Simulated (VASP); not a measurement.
Write the native input for VASP 6.6.1 that does the following.

* Task: single point
* Functional: PBEsol
* Potentials or basis: VASP PAW PBE potentials, release 64 (Be, Te)
* Cutoff: 600 eV
* k mesh: 8 × 8 × 8
* Occupations: gaussian, width 0.02 eV
* Spin: no spin polarisation
* Dipole correction: no
* Further INCAR settings: ALGO = Normal; EDIFF = 1e-06; NBANDS = 11

The structure of BeTe lies in POSCAR:

```
BeTe
1.0
    0.0000000000      2.8025474673      2.8025474673
    2.8025474673      0.0000000000      2.8025474673
    2.8025474673      2.8025474673      0.0000000000
Be Te
1 1
Direct
    0.0000000000      0.0000000000      0.0000000000
    0.2500000000      0.2500000000      0.2500000000
```

These files were run (other wordings do the same):

INCAR

```
PREC = Accurate
ENCUT = 600
EDIFF = 1E-6
ISMEAR = 0
SIGMA = 0.02
LREAL = False
LASPH = True
NELM = 120
ALGO = Normal
ISIF = 2
LWAVE = False
LCHARG = False
GGA = PS
NBANDS = 11
GGA_COMPAT = False
```

KPOINTS

```
regular mesh
0
Gamma
  8 8 8
```

Potentials or basis: VASP PAW PBE potentials, release 64 (Be, Te).

Run with:

```sh
$ cat potpaw_PBE.64/Be/POTCAR potpaw_PBE.64/Te/POTCAR > POTCAR
$ mpirun -np 1 vasp_std > vasp.out
```

Results of the run:

| Item | Value |
| --- | --- |
| Pressure | 0.2 GPa |
| Band gap on the k mesh | 1.82 eV (least direct gap 3.59 eV) |

Caveat: the PAW data sets were made with another functional, which shifts forces and pressure a little; spin-orbit coupling is left out, which moves the levels of the heavy elements.

It took 7.9 s on 1 thread of AMD EPYC 9R45 96-Core Processor (Zen 5), on a shared host, peak memory 0.15 GiB.
